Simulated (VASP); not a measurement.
Runs of VASP 6.6.1 on La2AlF. The structure is that of space group P4/mmm (No. 123), or close to it. The cells are those of the table. 

| task | cell | k mesh | cutoff (eV) | gap on the mesh (eV) | pressure (GPa) |
| --- | --- | --- | --- | --- | --- |
| single point | a = 4.076, b = 4.076, c = 5.562 Å, 4 atoms | 4 × 4 × 4 | 520 | none | (a) |
| single point | a = 4.258, b = 4.258, c = 5.973 Å, 4 atoms | 12 × 12 × 8 | 520 | none | -0.1 |
| single point | a = 4.265, b = 4.265, c = 5.959 Å, 4 atoms | 4 × 4 × 4 | 520 | none | 0.0 |
| relaxation of cell and atoms | relaxed from a = 4.076, b = 4.076, c = 5.562 Å, 4 atoms | 4 × 4 × 4 | 600 | none | 0.0 |

Alike in all rows: level PBE; potentials or basis VASP PAW PBE potentials, release 64 (La, Al, F); no spin polarisation; smearing gaussian 0.1 eV.

Question: Estimate the missing entries.

Answer: (a) 9.3.

Caveats: some runs use coarse meshes; spin-orbit coupling is left out, which moves the levels of the heavy elements.

A k mesh can miss the band edges, and the runs leave out spin-orbit coupling on La.

A gap of «none» marks levels without a gap at the run's occupations.
